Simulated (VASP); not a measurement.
Crystal: Rb2HgBr3.

```
Rb Hg Br
1.0
     7.50156    0.00000    0.00000
    -3.75078    6.49654    0.00000
     0.00000    0.00000    4.05955
Rb Hg Br
2 1 3
Direct
  0.33333 0.66667 0.00000
  0.66667 0.33333 0.00000
  0.00000 0.00000 0.00000
  0.50000 0.00000 0.50000
  0.50000 0.50000 0.50000
  0.00000 0.50000 0.50000
```

The cell was built from a structure type or drawn by symmetry, and may not be a known phase.

```yaml
Program: VASP 6.6.1
Task: relaxation of cell and atoms
Functional: PBE
Potentials_or_basis: VASP PAW PBE potentials, release 64 (Rb_sv, Hg, Br)
Cutoff: 600 eV
k_mesh: 3 × 3 × 4
Occupations: gaussian, width 0.1 eV
Spin: no spin polarisation
```

At the start: pressure 9.6 GPa; volume 32.97 Å³/atom.

Task: How do energy, volume and symmetry change on relaxing?

Result: Over 5 steps the energy falls by 371.6 meV/atom and the volume is 51.00 Å³/atom (+54.7 %); space group P6/mmm (No. 191, to 0.1 Å) before and after.

Step by step:
```csv
step,energy change (eV),largest force (eV/Å),pressure (GPa),volume (Å³)
1,0.0000,0.0000,9.56,197.84
2,-2.0102,0.0000,1.74,259.49
3,-2.1882,0.0000,0.63,282.03
4,-2.1738,0.0000,-0.55,330.84
5,-2.2298,0.0000,-0.09,306.00
```

Final structure:
```
CELL_PARAMETERS angstrom
8.45304 0.00000 0.00000
-4.22652 7.32055 0.00000
0.00000 0.00000 4.94500
ATOMIC_POSITIONS crystal
Rb 0.33333 0.66667 0.00000
Rb 0.66667 0.33333 0.00000
Hg 0.00000 0.00000 0.00000
Br 0.50000 0.00000 0.50000
Br 0.50000 0.50000 0.50000
Br 0.00000 0.50000 0.50000
```

Caveat: the k points lie up to 0.32 Å⁻¹ apart in the final cell, too coarse for converged energies and pressures of a metal; the volume moved by over 15 % at a fixed basis, so the end points are rough; an odd number of electrons without spin polarisation forces a metal; a magnetic or distorted state may lie lower.
